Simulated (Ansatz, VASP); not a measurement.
# Na in VASP and in Ansatz

```
Na
1.0
    -1.91416    1.91416    2.56647
     1.91416   -1.91416    2.56647
     1.91416    1.91416   -2.56647
Na
1
Direct
  0.00000 0.00000 0.00000
```

Alike in both runs: task single point; functional LDA; k mesh 20 × 20 × 20; occupations gaussian, width 0.15 eV; no spin polarisation.

|  | VASP | Ansatz |
| --- | --- | --- |
| version | VASP 6.6.1 | Ansatz 0.2.0 |
| potentials or method | VASP PAW LDA potentials, release 64 (Na_pv), cutoff 520 eV | scalar-relativistic, plane waves, PAW |
| valence electrons in the cell | 7 | 9 |

```csv
,VASP,Ansatz,Ansatz less VASP
gap on the k mesh at the Fermi level (eV),none,none,-
pressure (GPa),-0.9,-0.9,+0.02
```

LDA's correlation is that of Perdew and Zunger in VASP and of Perdew and Wang (1992) in Ansatz. A gap of «none» marks a metal or a gap that the smearing closes. VASP's potentials hold 7 valence electrons a cell and Ansatz's 9, so a difference there can come from the potentials and not from the codes.
